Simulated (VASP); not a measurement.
A run of VASP 6.6.1 is set up as follows.

File INCAR:

```
SYSTEM = Hf
  ALGO = Fast
  EDIFF = 1E-6
  ENCUT = 520
  GGA = PE
  ISIF = 2
  ISMEAR = 0
  LASPH = .TRUE.
  LCHARG = .TRUE.
  LELF = .TRUE.
  LREAL = .FALSE.
  LVHAR = .TRUE.
  LWAVE = .FALSE.
  NBANDS = 17
  NELM = 80
  PREC = Accurate
  SIGMA = 0.15
```

Contents of KPOINTS:

```
k-points
0
G
  18 18 10
  0 0 0
```

Contents of POSCAR:

```
Hf
1.0
    2.9569461349      0.0000000000      0.0000000000
   -1.4784730674      2.5607904704      0.0000000000
    0.0000000000      0.0000000000      5.0578000000
Hf
2
Direct
    0.3333333333      0.6666666667      0.2500000000
    0.6666666667      0.3333333333      0.7500000000
```

Potentials or basis: VASP PAW PBE potentials, release 64 (Hf_pv).

The run is started by

```console
$ cat potpaw_PBE.64/Hf_pv/POTCAR > POTCAR
$ mpirun -np 1 vasp_std > vasp.out
```

Estimate the band gap on the k mesh.

zero (band 10 reaches 6.72 eV, above the bottom of band 11 at 5.66 eV).

What does it give for the pressure?

22.0 GPa.

Stress tensor (GPa, compression positive):
```
25.68  0.00  0.00
 0.00 25.68  0.00
 0.00  0.00 14.73
```

Caveat: the cell differs from its parent crystal (strain -0.0750 x Voigt [1, 1, 0, 0, 0, 0]); spin-orbit coupling is left out, which moves the levels of the heavy elements.
